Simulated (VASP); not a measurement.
Wanted: the native input for a VASP 6.6.1 run.

| Property | Result |
| --- | --- |
| Task | single point |
| Functional | LDA |
| Potentials or basis | VASP PAW LDA potentials, release 64 (I, Cu) |
| Cutoff | 520 eV |
| k mesh | 8 × 8 × 8 |
| Occupations | gaussian, width 0.02 eV |
| Spin | no spin polarisation |
| Dipole correction | no |
| Further INCAR settings | ALGO = Normal; EDIFF = 1e-06; NBANDS = 16 |

The structure of CuI (Marshite) lies in POSCAR:

```
CuI
1.0
    0.0000000000      3.0315000000      3.0315000000
    3.0315000000      0.0000000000      3.0315000000
    3.0315000000      3.0315000000      0.0000000000
I Cu
1 1
Direct
    0.0000000000      0.0000000000      0.0000000000
    0.7500000000      0.7500000000      0.7500000000
```

The input as run:

INCAR

```
SYSTEM = CuI
  PREC = Accurate
  ENCUT = 520
  EDIFF = 1E-6
  ISMEAR = 0
  SIGMA = 0.02
  LREAL = .False.
  LASPH = .True.
  NELM = 60
  ALGO = Normal
  ISIF = 2
  LWAVE = .False.
  LCHARG = .True.
  LELF = .True.
  LVHAR = .True.
  NBANDS = 16
```

KPOINTS

```
regular mesh
0
Gamma
  8 8 8
  0 0 0
```

Potentials or basis: VASP PAW LDA potentials, release 64 (I, Cu).

The run is started by

```bash
$ cat potpaw_LDA.64/I/POTCAR potpaw_LDA.64/Cu/POTCAR > POTCAR
$ mpirun -np 1 vasp_std > vasp.out
```

It gave:

The pressure is -4.3 GPa and the band gap on the k mesh is 1.00 eV, direct.

Caveat: spin-orbit coupling is left out, which moves the levels of the heavy elements.

Wall time 8.3 s on 1 thread of Intel(R) Xeon(R) 6975P-C (Granite Rapids), on a shared host, peak memory 0.16 GiB.
